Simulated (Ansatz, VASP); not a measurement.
# AlP in VASP and in Ansatz

```
Al P
1.0
     0.00000    2.81626    2.81626
     2.81626    0.00000    2.81626
     2.81626    2.81626    0.00000
Al P
1 1
Direct
  0.00000 0.00000 0.00000
  0.75000 0.75000 0.75000
```

Alike in both runs: task single point; functional PBEsol; k mesh 8 × 8 × 8; occupations gaussian, width 0.02 eV; no spin polarisation.

|  | VASP | Ansatz |
| --- | --- | --- |
| version | VASP 6.6.1 | Ansatz 0.2.0 |
| potentials or method | VASP PAW PBE potentials, release 64 (Al, P), cutoff 500 eV | scalar-relativistic, plane waves, PAW |
| valence electrons in the cell | 8 | 8 |

Ansatz gave:

```
gap on the k mesh at the Fermi level (eV) : 1.61
least direct gap on the mesh (eV)         : 2.43
pressure (GPa)                            : -6.3
```

**Question.** What did VASP give for the same quantities?

**Answer.** gap on the k mesh at the Fermi level (eV): 1.61; least direct gap on the mesh (eV): 2.44; pressure (GPa): -6.3.

VASP's potentials were made for PBE, not for PBEsol. With one functional, cell and mesh, what is left measures potentials, basis and numerics.
